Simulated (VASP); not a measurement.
# CdHg (Cmmm) in VASP: relaxation of cell and atoms with PBE

Aim: the relaxation of cell and atoms of CdHg with PBE.

Program: VASP 6.6.1. These are calculated values, not measurements. Logs are shortened: lines on timing, memory, paths and dates and some standing lists are left out, and cuts for length are marked.

### Step 1. The cell of the first run

The structure is orthorhombic, space group Cmmm (No. 65). The conventional cell has a = 3.730 Å, b = 6.058 Å, c = 6.058 Å, α = 90.00°, β = 90.00°, γ = 90.00°. Within 4.7 Å of Cd (site symmetry mmm) lie 6 Cd at 3.56 to 3.73 Å and 8 Hg at 3.56 to 4.28 Å. Hg (site symmetry mmm) has 8 Cd at 3.56 to 4.28 Å and 6 Hg at 3.56 to 3.73 Å within 4.7 Å.

### Step 2. Relaxation of cell and atoms, PBE

The input, INCAR:

```
PREC = Accurate ; ENCUT = 600
EDIFF = 1E-7 ; ISMEAR = 0
SIGMA = 0.1 ; LREAL = F
LASPH = T ; NELM = 100
ALGO = Normal ; ISIF = 3
LWAVE = F ; LCHARG = F
GGA = PE ; IBRION = 2
NSW = 100 ; EDIFFG = -0.005
```

The input, KPOINTS:

```
regular mesh
0
Gamma
  14 14 8
```

The input, POSCAR:

```
CdHg
1.0
    1.8649452348     -3.0287991125      0.0000000000
    1.8649452348      3.0287991125      0.0000000000
    0.0000000000      0.0000000000      6.0575982250
Cd Hg
1 1
Direct
    0.0000000000      0.0000000000      0.0000000000
    0.5000000000      0.5000000000      0.5000000000
```

Potentials or basis: VASP PAW PBE potentials, release 64 (Cd, Hg).

Started as:

```
> cat potpaw_PBE.64/Cd/POTCAR potpaw_PBE.64/Hg/POTCAR > POTCAR
> mpirun -np 1 vasp_std > vasp.out
```

OUTCAR:

```text
PREC = Accurate
   ENCUT = 600
   EDIFF = 1E-7
   ISMEAR = 0
   LREAL = F
   LASPH = T
   NELM = 100
   ISIF = 3
   GGA = PE
   IBRION = 2
   NSW = 100
   EDIFFG = -0.005

 ion  position               nearest neighbor table
   1  0.000  0.000  0.000-   2 3.56   2 3.56   2 3.56   2 3.56
   2  0.500  0.500  0.500-   1 3.56   1 3.56   1 3.56   1 3.56

  LATTYP: Found a base centered orthorhombic cell.
 ALAT       =     3.7298904696
 B/A-ratio  =     1.6240686622
 C/A-ratio  =     1.6240686622

  Lattice vectors:

 A1 = (   1.8649452348,  -3.0287991125,   0.0000000000)
 A2 = (   1.8649452348,   3.0287991125,   0.0000000000)
 A3 = (   0.0000000000,   0.0000000000,   6.0575982250)

Analysis of symmetry for initial positions (statically):
=====================================================================
 Subroutine PRICEL returns:
 Original cell was already a primitive cell.

 Routine SETGRP: Setting up the symmetry group for a
 base centered orthorhombic supercell.

 Subroutine GETGRP returns: Found  8 space group operations
 (whereof  8 operations were pure point group operations)
 out of a pool of  8 trial point group operations.

The static configuration has the point symmetry D_2h.

Analysis of symmetry for dynamics (positions and initial velocities):
=====================================================================
 Subroutine PRICEL returns:
 Original cell was already a primitive cell.

 Routine SETGRP: Setting up the symmetry group for a
 base centered orthorhombic supercell.

 Subroutine GETGRP returns: Found  8 space group operations
 (whereof  8 operations were pure point group operations)
 out of a pool of  8 trial point group operations.

The dynamic configuration has the point symmetry D_2h.

 Subroutine INISYM returns: Found  8 space group operations
 (whereof  8 operations are pure point group operations),
 and found     1 'primitive' translations

----------------------------------------------------------------------------------------

                                     Primitive cell

  volume of cell :      68.4332

  direct lattice vectors                    reciprocal lattice vectors
     1.864945235 -3.028799112  0.000000000     0.268104388 -0.165081929  0.000000000
     1.864945235  3.028799112  0.000000000     0.268104388  0.165081929  0.000000000
     0.000000000  0.000000000  6.057598225     0.000000000  0.000000000  0.165081929

  length of vectors
     3.556915067  3.556915067  6.057598225     0.314852356  0.314852356  0.165081929

  position of ions in fractional coordinates (direct lattice)
     0.000000000  0.000000000  0.000000000
     0.500000000  0.500000000  0.500000000

  ion indices of the primitive-cell ions
   primitive index   ion index
                 1           1
                 2           2

----------------------------------------------------------------------------------------

 KPOINTS: regular mesh

Automatic generation of k-mesh.
 Grid dimensions read from file:
 generate k-points for:   14   14    8

 Generating k-lattice:

  Cartesian coordinates                     Fractional coordinates (reciprocal lattice)
     0.019150313 -0.011791566  0.000000000     0.071428571  0.000000000  0.000000000
     0.019150313  0.011791566  0.000000000     0.000000000  0.071428571  0.000000000
     0.000000000  0.000000000  0.020635241     0.000000000  0.000000000  0.125000000

  Length of vectors
     0.022489454  0.022489454  0.020635241

  Shift w.r.t. Gamma in fractional coordinates (k-lattice)
     0.000000000  0.000000000  0.000000000

 Subroutine IBZKPT returns following result:
 ===========================================

 Found    285 irreducible k-points:

 Following reciprocal coordinates:
            Coordinates               Weight
  0.000000  0.000000  0.000000      1.000000
  0.071429  0.000000  0.000000      4.000000
  0.142857  0.000000  0.000000      4.000000
  0.214286 -0.000000  0.000000      4.000000
  0.285714  0.000000  0.000000      4.000000
  0.357143  0.000000  0.000000      4.000000
[... 16 lines left out ...]
  0.214286  0.142857  0.000000      4.000000
  0.285714  0.142857  0.000000      4.000000
 [... further k-points ...]
   k-points           NKPTS =    285   k-points in BZ     NKDIM =    285   number of bands    NBANDS=     16
   number of dos      NEDOS =    301   number of ions     NIONS =      2
   total plane-waves  NPLWV =  37632
   dimension x,y,z NGX =    28 NGY =   28 NGZ =   48
   dimension x,y,z NGXF=    56 NGYF=   56 NGZF=   96
   ions per type =               1   1
   NGX,Y,Z   is equivalent  to a cutoff of  13.09, 13.09, 13.17 a.u.
   NGXF,Y,Z  is equivalent  to a cutoff of  26.17, 26.17, 26.35 a.u.
 SYSTEM =  unknown system
   PREC   = accura    normal or accurate (medium, high low for compatibility)
   ISTART =      0    job   : 0-new  1-cont  2-samecut
   ICHARG =      2    charge: 1-file 2-atom 10-const
   ISPIN  =      1    spin polarized calculation?
   LNONCOLLINEAR =      F non collinear calculations
   LSORBIT =      F    spin-orbit coupling
   LASPH  =      T    aspherical Exc in radial PAW
   ENCUT  =  600.0 eV  44.10 Ry    6.64 a.u.   7.10  7.10 12.10*2*pi/ulx,y,z
   NELM   =    100;   NELMIN=  2; NELMDL= -5     # of ELM steps
   EDIFF  = 0.1E-06   stopping-criterion for ELM
   LREAL  =      F    real-space projection
   EDIFFG = -.5E-02   stopping-criterion for IOM
   NSW    =    100    number of steps for IOM
   IBRION =      2    ionic relax: 0-MD 1-quasi-New 2-CG
   NFREE  =      1    steps in history (QN), initial steepest desc. (CG)
   ISIF   =      3    stress and relaxation
   ISYM   =      2    0-nonsym 1-usesym 2-fastsym
   POTIM  = 0.5000    time-step for ionic-motion
   TEBEG  =    0.0;   TEEND  =   0.0 temperature during run
   PSTRESS=    0.0 pullay stress
   NELECT =      24.0000    total number of electrons
   NUPDOWN=      -1.0000    fix difference up-down
   EMIN   =  10.00;   EMAX   =-10.00  energy-range for DOS
   EFERMI =   0.00;   METHOD = LEGACY
   ISMEAR =     0;   SIGMA  =   0.10  broadening in eV -4-tet -1-fermi 0-gaus
   EFERMI_NEDOS =   21; number of points for ismear=-14 and -15
   IALGO  =     38    algorithm
   IMIX   =      4    mixing-type and parameters
     AMIX     =   0.40;   BMIX     =  1.00
     AMIX_MAG =   1.60;   BMIX_MAG =  1.00
  volume/ion in A,a.u.               =      34.22       230.91
  Fermi-wavevector in a.u.,A,eV,Ry     =   1.154488  2.181667 18.134436  1.332843
  Thomas-Fermi vector in A             =   2.291124
   LORBIT       =      0    0 simple, 1 ext, 2 COOP (PROOUT), +10 PAW based schemes
   GGA     = PE    functional components
   LHFCALC =     F    Hartree Fock is set to
   AEXX    =    0.0000 exact exchange contribution
   IVDW    =     0    specifies the selected vdW correction
   LEPSILON=     F    determine dielectric tensor
   LRPA    =     F    only Hartree local field effects (RPA)
 conjugate gradient relaxation of ions
 non-spin polarized calculation
 Gauss-broadening in eV      SIGMA  =   0.10
  energy-cutoff  :      600.00
  volume of cell :       68.43
 maximum number of plane-waves:      2310
   NGX = 15   NGY = 15   NGZ = 25

--------------------------------------- Ionic step        1  -------------------------------------------

 number of electron      23.9999997 magnetization

 Free energy of the ion-electron system (eV)
  ---------------------------------------------------
  ext. energy  EPLUGINS =         0.00000000
  ---------------------------------------------------
  free energy    TOTEN  =        -0.64422580 eV

  energy without entropy =       -0.64170233  energy(sigma->0) =       -0.64296407

------------------------ aborting loop because EDIFF is reached ----------------------------------------

  FORCE on cell =-STRESS in cart. coord.  units (eV):
  Direction    XX          YY          ZZ          XY          YZ          ZX
  --------------------------------------------------------------------------------------
  -------------------------------------------------------------------------------------
  Total       -0.8836838     -0.9468327     -1.0197872     -0.0000000      0.0000000      0.0000000
  in kB      -20.6890466    -22.1675056    -23.8755361     -0.0000000      0.0000000      0.0000000
  external PRESSURE =     -22.2440294 kB  Pullay stress =       0.0000000 kB
[... 21 lines left out ...]
  energy  without entropy=       -0.6417023300  energy(sigma->0) =       -0.64296407

--------------------------------------- Ionic step        2  -------------------------------------------

 number of electron      24.0000004 magnetization

 E-fermi :   0.6943     XC(G=0):  -9.1719

 val. band max:        0.6853448841   @ k =  -0.2143   0.0714   0.0000
 cond. band min:       0.6973471102   @ k =   0.5000   0.0714   0.5000
 fundamental gap:      0.0120022261
 Fermi energy:         0.6942939088

 k-point     1 :       0.0000    0.0000    0.0000
  band No.  band energies     occupation
      1      -7.7289      2.00000
      2      -7.6455      2.00000
      3      -7.5299      2.00000
      4      -7.4338      2.00000
      5      -7.3730      2.00000
      6      -6.0960      2.00000
[... 8 lines left out ...]
     15      11.0092      0.00000
     16      11.8479      0.00000
[... 420 lines left out ...]
  band No.  band energies     occupation
      1      -7.6825      2.00000
      2      -7.5821      2.00000
      3      -7.4898      2.00000
      4      -7.4438      2.00000
      5      -7.3448      2.00000
      6      -5.8453      2.00000
[... 8 lines left out ...]
     15       5.3648      0.00000
     16       6.0949      0.00000

 [... further k-points ...]
[... 5 lines left out ...]
  --------------------------------------------------------------------------------------
  -------------------------------------------------------------------------------------
  Total       -0.8700027     -0.9356195     -0.9839286      0.0000000      0.0000000      0.0000000
  in kB      -21.8359447    -23.4828403    -24.6953361      0.0000000      0.0000000      0.0000000
  external PRESSURE =     -23.3380403 kB  Pullay stress =       0.0000000 kB
[... 53 lines left out ...]
  FREE ENERGIE OF THE ION-ELECTRON SYSTEM (eV)
  ---------------------------------------------------
  free  energy   TOTEN  =        -0.8458532542 eV

  energy  without entropy=       -0.8423729904  energy(sigma->0) =       -0.84411312

[... ionic steps 4 to 12 ...]

--------------------------------------- Ionic step       13  -------------------------------------------

 number of electron      24.0000002 magnetization

------------------------ aborting loop because EDIFF is reached ----------------------------------------

  FORCE on cell =-STRESS in cart. coord.  units (eV):
  Direction    XX          YY          ZZ          XY          YZ          ZX
  --------------------------------------------------------------------------------------
  -------------------------------------------------------------------------------------
  Total        0.0171064     -0.0078533      0.0071700     -0.0000000      0.0000000      0.0000000
  in kB        0.5466946     -0.2509802      0.2291413     -0.0000000      0.0000000      0.0000000
  external PRESSURE =       0.1749519 kB  Pullay stress =       0.0000000 kB
[... 57 lines left out ...]
  energy  without entropy=       -0.8580234631  energy(sigma->0) =       -0.85918283

--------------------------------------- Ionic step       15  -------------------------------------------

 number of electron      24.0000002 magnetization

 Free energy of the ion-electron system (eV)
  ---------------------------------------------------
  ext. energy  EPLUGINS =         0.00000000
  ---------------------------------------------------
  free energy    TOTEN  =        -0.86035616 eV

  energy without entropy =       -0.85811598  energy(sigma->0) =       -0.85923607

 E-fermi :   2.1114     XC(G=0): -10.3885

 val. band max:        2.1060211160   @ k =  -0.4286   0.0714   0.1250
 cond. band min:       2.1452626198   @ k =   0.3571   0.0714   0.0000
 fundamental gap:      0.0392415038
 Fermi energy:         2.1113823305

 k-point     1 :       0.0000    0.0000    0.0000
  band No.  band energies     occupation
      1      -6.9035      2.00000
      2      -6.6699      2.00000
      3      -6.5255      2.00000
      4      -6.3455      2.00000
      5      -6.2508      2.00000
      6      -6.1332      2.00000
[... 8 lines left out ...]
     15      13.1785      0.00000
     16      14.3851      0.00000
[... 420 lines left out ...]
  band No.  band energies     occupation
      1      -6.7415      2.00000
      2      -6.6427      2.00000
      3      -6.4515      2.00000
      4      -6.3442      2.00000
      5      -6.1455      2.00000
      6      -5.0836      2.00000
[... 8 lines left out ...]
     15       7.1492      0.00000
     16       8.8040      0.00000

 [... further k-points ...]
[... 5 lines left out ...]
  --------------------------------------------------------------------------------------
  -------------------------------------------------------------------------------------
  Total       -0.0068467      0.0020721     -0.0040264      0.0000000      0.0000000      0.0000000
  in kB       -0.2186071      0.0661593     -0.1285567      0.0000000      0.0000000      0.0000000
  external PRESSURE =      -0.0936682 kB  Pullay stress =       0.0000000 kB
[... 17 lines left out ...]
  FREE ENERGIE OF THE ION-ELECTRON SYSTEM (eV)
  ---------------------------------------------------
  free  energy   TOTEN  =        -0.8603561641 eV

  energy  without entropy=       -0.8581159805  energy(sigma->0) =       -0.85923607

 reached required accuracy - stopping structural energy minimisation
```

It took 63 min on 1 thread of AMD EPYC 7R13 (Zen 3), shared host; peak memory 0.51 GiB.

Results:

```yaml
Free_energy: -0.8604 eV
Relaxed_volume: 25.09 Å³/atom
Relaxed_cell: a = 3.305 Å, b = 3.305 Å, c = 5.382 Å, α = 90.00°, β = 90.00°, γ = 121.39°
Space_group_after_relaxing_to_0.05_Å: Cmmm (No. 65)
Energy_gained_by_relaxing: 108.1 meV/atom
Ionic_steps: 15
Pressure_after_relaxing: 0.0 GPa
Band_gap_on_the_k_mesh: zero (band 12 reaches 2.75 eV, above the bottom of band 13 at 0.51 eV)
```

The path:
| step | energy change (eV) | largest force (eV/Å) | pressure (GPa) | volume (Å³) |
| --- | --- | --- | --- | --- |
| 1 | 0.0000 | 0.0000 | -2.22 | 68.43 |
| 2 | -0.0661 | 0.0000 | -2.33 | 63.84 |
| 3 | -0.2016 | 0.0000 | -0.21 | 51.28 |
| 4 | -0.2016 | 0.0000 | 0.22 | 50.43 |
| 5 | -0.2019 | 0.0000 | -0.02 | 50.88 |
| 6 | -0.2040 | 0.0000 | 0.03 | 50.75 |
| 7 | -0.2101 | 0.0000 | 0.10 | 50.36 |
| 8 | -0.2140 | 0.0000 | 0.37 | 49.47 |
| 9 | -0.2158 | 0.0000 | 0.20 | 49.82 |
| 10 | -0.2158 | 0.0000 | 0.23 | 49.76 |
| 11 | -0.2158 | 0.0000 | 0.22 | 49.79 |
| 12 | -0.2155 | 0.0000 | -0.26 | 50.68 |
| 13 | -0.2161 | 0.0000 | 0.02 | 50.13 |
| 14 | -0.2161 | 0.0000 | 0.03 | 50.13 |
| 15 | -0.2161 | 0.0000 | -0.01 | 50.18 |

Final structure:
```cif
data_structure
_symmetry_space_group_name_H-M 'P 1'
_symmetry_Int_Tables_number 1
_cell_length_a 3.3050
_cell_length_b 3.3050
_cell_length_c 5.3815
_cell_angle_alpha 90.000
_cell_angle_beta 90.000
_cell_angle_gamma 121.392
_cell_volume 50.18
loop_
_atom_site_label
_atom_site_type_symbol
_atom_site_fract_x
_atom_site_fract_y
_atom_site_fract_z
_atom_site_occupancy
Cd1 Cd 0.00000 0.00000 0.00000 1
Hg1 Hg 0.50000 0.50000 0.50000 1
```

Caveat: the volume moved by over 15 % at a fixed basis, so the end points are rough; spin-orbit coupling is left out, which moves the levels of the heavy elements.
